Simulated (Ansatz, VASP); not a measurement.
**Two plane-wave programs on TaAs**

```xyz
2
Lattice="0.0000 2.6025 2.6025 2.6025 0.0000 2.6025 2.6025 2.6025 0.0000" Properties=species:S:1:pos:R:3 pbc="T T T"
Ta    2.6025    2.6025    2.6025
As    0.0000    0.0000    0.0000
```

Alike in both runs: functional PBEsol; k mesh 14 × 14 × 14; occupations gaussian, width 0.1 eV; no spin polarisation.

Ansatz relaxed the structure, and its values are those at the end. VASP's run is a single point on that final structure, the one shown.

```csv
,VASP,Ansatz
version,VASP 6.6.1,Ansatz 0.2.0
potentials or method,"VASP PAW PBE potentials, release 64 (Ta_pv, As), cutoff 500 eV","scalar-relativistic, plane waves, PAW"
valence electrons in the cell,16,28
```

|  | VASP | Ansatz | Ansatz less VASP |
| --- | --- | --- | --- |
| gap on the k mesh at the Fermi level (eV) | none | none | - |
| pressure (GPa) | 0.6 | 0.0 | -0.63 |

VASP's potentials were made for PBE, not for PBEsol. A gap of «none» marks a metal or a gap that the smearing closes. VASP's potentials hold 16 valence electrons a cell and Ansatz's 28, so a difference there can come from the potentials and not from the codes.

Spin-orbit coupling is off throughout.
